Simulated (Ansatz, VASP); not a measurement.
Al3GaN4 in VASP and in Ansatz

The input INCAR:

```
SYSTEM = Al3GaN4
PREC     = Accurate       ! precision mode
ENCUT    = 520            ! plane-wave cutoff, eV
EDIFF    = 1E-6           ! SCF threshold, eV
ISMEAR   = 0              ! smearing method
SIGMA    = 0.05           ! smearing width, eV
LREAL    = .FALSE.        ! projectors in reciprocal space
LASPH    = .TRUE.         ! aspherical terms in the spheres
NELM     = 100            ! most SCF steps
ALGO     = Normal         ! electronic algorithm
ISIF     = 2              ! what is computed and relaxed
LWAVE    = .FALSE.        ! write WAVECAR
LCHARG   = .TRUE.         ! write CHGCAR
GGA      = PS             ! functional
LELF     = .TRUE.         ! ELF
LVHAR    = .TRUE.       
NBANDS   = 31             ! bands
```

The input KPOINTS:

```
Automatic mesh
0
G
  6 8 4
  0 0 0
```

Contents of POSCAR:

```
Al3GaN4
1.0
    5.0434079713      0.0000000000      0.0001149907
    0.0000000000      3.1300738974      0.0000000000
   -0.0032362569      0.0000000000      5.4179919474
Al Ga N
3 1 4
Direct
    0.5008786784      0.5000000000      0.1839302537
    0.0098988366      0.5000000000      0.8343853326
   -0.0047009868      0.0000000000      0.3286916914
    0.4969919231      0.0000000000      0.6577405803
    0.1124201930      0.0000000000      0.6601735640
    0.1234277511      0.5000000000      0.1719029393
    0.6255477063      0.5000000000      0.8508426769
    0.6252451009      0.0000000000      0.3337787779
```

Input for Ansatz:

```yaml
crystal:
  lattice:
    - [5.0434079713, 0.0, 0.0001149907]
    - [0.0, 3.1300738974, 0.0]
    - [-0.0032362569, 0.0, 5.4179919474]
  atoms:
    - { symbol: Al, position: [0.5008786784, 0.5, 0.1839302537] }
    - { symbol: Al, position: [0.0098988366, 0.5, 0.8343853326] }
    - { symbol: Al, position: [-0.0047009868, 0.0, 0.3286916914] }
    - { symbol: Ga, position: [0.4969919231, 0.0, 0.6577405803] }
    - { symbol: "N", position: [0.112420193, 0.0, 0.660173564] }
    - { symbol: "N", position: [0.1234277511, 0.5, 0.1719029393] }
    - { symbol: "N", position: [0.6255477063, 0.5, 0.8508426769] }
    - { symbol: "N", position: [0.6252451009, 0.0, 0.3337787779] }
basis:
  ecutwfc: 420
kpoints:
  mp_grid: { grid: [6, 8, 4] }
hamiltonian:
  xc: pbesol
scf:
  occupations: { method: gaussian, width: 0.05 }
output:
  forces: true
  stress: true
  eigenvalues: true
```

Change from the starting cell: mode 10 (414.8 1/cm) frozen in, largest displacement +0.090 Å.

Alike in both runs: task single point; functional PBEsol; k mesh 6 × 8 × 4; occupations gaussian, width 0.05 eV; no spin polarisation.

```csv
,VASP,Ansatz
version,VASP 6.6.1,Ansatz 0.2.0
potentials or method,"VASP PAW PBE potentials, release 64 (Al, Ga_d, N), cutoff 520 eV","scalar-relativistic, plane waves, PAW"
valence electrons in the cell,42,42
```

Ansatz gave:

```
gap on the k mesh at the Fermi level (eV)                     : 3.14
least direct gap on the mesh (eV)                             : 3.14
pressure (GPa)                                                : 0.3
traceless stress, the component that is largest in VASP (GPa) : -1.15
rms of the force components (eV/Å)                            : 0.595
```

Question: What did VASP give for the same quantities?

Answer: gap on the k mesh at the Fermi level (eV): 3.16; least direct gap on the mesh (eV): 3.16; pressure (GPa): 0.3; traceless stress, the component that is largest in VASP (GPa): -1.12; rms of the force components (eV/Å): 0.593.

VASP's potentials were made for PBE, not for PBEsol. Atom by atom the forces differ by 0.007 eV/Å (rms over components). With one functional, cell and mesh, what is left measures potentials, basis and numerics.
